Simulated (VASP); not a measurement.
A run of VASP 6.6.1 is set up as follows.

Contents of INCAR:

```
SYSTEM = GdRe3
PREC = Accurate
ENCUT = 600
EDIFF = 1E-6
ISMEAR = 0
SIGMA = 0.05
LREAL = .FALSE.
LASPH = .TRUE.
NELM = 200
ALGO = Normal
ISIF = 2
LWAVE = .FALSE.
LCHARG = .FALSE.
ISPIN = 2
MAGMOM = 7 -7 0 0 0 0 0 0
LORBIT = 11
LMAXMIX = 6
LDAU = .TRUE.
LDAUTYPE = 2
LDAUL = 3 -1
LDAUU = 6 0
LDAUJ = 0 0
LDAUPRINT = 1
GGA = PE
NBANDS = 53
GGA_COMPAT = .FALSE.
```

File KPOINTS:

```
regular mesh
0
G
  8 8 4
  0 0 0
```

The input POSCAR:

```
GdRe3
1.0
    4.1337201340      0.0000000000      4.1337201340
    0.0000000000      4.1337201340      4.1337201340
    0.0000000000      0.0000000000      8.2674402680
Gd Re
2 6
Direct
    0.0000000000      0.0000000000      0.0000000000
    0.0000000000      0.0000000000      0.5000000000
    0.0000000000      0.5000000000      0.0000000000
    0.5000000000      0.5000000000      0.5000000000
    0.5000000000      0.0000000000      0.0000000000
    0.0000000000      0.5000000000      0.5000000000
    0.5000000000      0.5000000000      0.0000000000
    0.5000000000      0.0000000000      0.5000000000
```

Potentials or basis: VASP PAW PBE potentials, release 64 (Gd, Re).

Launch:

```bash
$ cat potpaw_PBE.64/Gd/POTCAR potpaw_PBE.64/Re/POTCAR > POTCAR
$ mpirun -np 1 vasp_std > vasp.out
```

Problem. Predict the band gap on the k mesh.

Solution. Zero (filled and empty bands overlap).

Problem. What does it give for the pressure?

Solution. 0.0 GPa.

Eigenvalues of the final occupation matrices:
| site | spin | trace | eigenvalues |
| --- | --- | --- | --- |
| site 1 f | 1 | 6.92 | 0.98 0.98 0.98 0.99 0.99 0.99 0.99 |
| site 1 f | 2 | 0.04 | 0.00 0.00 0.00 0.01 0.01 0.01 0.01 |
| site 2 f | 1 | 0.04 | 0.00 0.00 0.00 0.01 0.01 0.01 0.01 |
| site 2 f | 2 | 6.92 | 0.98 0.98 0.98 0.99 0.99 0.99 0.99 |

Caveat: the antiferromagnetic order is the one typed at the start, and another may lie lower; spin-orbit coupling is left out, which moves the levels of the heavy elements. The state reached can hang on the start; a lower one may exist.
